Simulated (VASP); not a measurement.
Crystal: SrTiO3.

```
Sr Ti O
1.0
     3.90500    0.00000    0.00000
     0.00000    3.90500    0.00000
     0.00000    0.00000    3.90500
Sr Ti O
1 1 3
Direct
  0.00000 0.00000 0.00000
  0.50000 0.50000 0.50000
  0.50000 0.50000 0.00000
  0.50000 0.00000 0.50000
  0.00000 0.50000 0.50000
```

Base run:

```yaml
Program: VASP 6.6.1
Functional: PBE
Potentials_or_basis: VASP PAW PBE potentials, release 64 (Sr_sv, Ti_sv, O)
Cutoff: 600 eV
k_mesh: 6 × 6 × 6
Occupations: gaussian, width 0.03 eV
Spin: no spin polarisation
```

Its results: band gap on the k mesh 1.86 eV, indirect (least direct gap 2.21 eV); pressure 4.8 GPa.

Question: The run is repeated on the same cell with these changes: functional from PBE to r2SCAN; cutoff from 600 eV to 660 eV. What comes out?

Answer: Band gap on the k mesh 2.28 eV, indirect (least direct gap 2.66 eV); pressure 1.0 GPa.

r2SCAN gives the wider gap, since meta-GGAs in the generalised Kohn-Sham scheme recover part of the derivative discontinuity.

Caveats: the PAW data sets were made with another functional, which shifts forces and pressure a little (some runs).

A k mesh can miss the band edges.
